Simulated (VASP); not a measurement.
Set up this calculation in VASP 6.6.1, as the native input.

```
Task                   : single point
Functional             : PBEsol
Potentials or basis    : VASP PAW PBE potentials, release 64 (Mg, I)
Cutoff                 : 520 eV
k mesh                 : 6 × 6 × 4
Occupations            : gaussian, width 0.02 eV
Spin                   : no spin polarisation
Dipole correction      : no
Further INCAR settings : ALGO = Normal; EDIFF = 1e-07; NBANDS = 15
```

The structure of MgI2 lies in POSCAR:

```
MgI2
1.0
    4.1307255318      0.0000000000      0.0000000000
   -2.0653627659      3.5773132466      0.0000000000
    0.0000000000      0.0000000000      7.0243352534
Mg I
1 2
Direct
    0.0000000000      0.0000000000      0.0000000000
    0.3333333333      0.6666666667      0.7625121855
    0.6666666667      0.3333333333      0.2374878145
```

The input as run:

INCAR

```
  PREC = Accurate
  ENCUT = 520
  EDIFF = 1E-7
  ISMEAR = 0
  SIGMA = 0.02
  LREAL = F
  LASPH = T
  NELM = 100
  ALGO = Normal
  ISIF = 2
  LWAVE = F
  LCHARG = F
  GGA = PS
  NBANDS = 15
```

KPOINTS

```
Automatic mesh
0
Gamma
  6 6 4
```

Potentials or basis: VASP PAW PBE potentials, release 64 (Mg, I).

The run is started by

```console
$ cat potpaw_PBE.64/Mg/POTCAR potpaw_PBE.64/I/POTCAR > POTCAR
$ mpirun -np 1 vasp_std > vasp.out
```

It gave:

| Property | Result |
| --- | --- |
| Pressure | 0.0 GPa |
| Band gap on the k mesh | 3.54 eV, indirect (least direct gap 3.69 eV) |

Caveat: the PAW data sets were made with another functional, which shifts forces and pressure a little; spin-orbit coupling is left out, which moves the levels of the heavy elements; this functional lacks dispersion, which binds the layers, so the pressure and a relaxed spacing across them are unreliable.

It took 30 s on 1 thread of Intel(R) Xeon(R) Platinum 8259CL CPU @ 2.50GHz (Skylake/Cascade Lake), with other jobs on the host, peak memory 0.23 GiB.
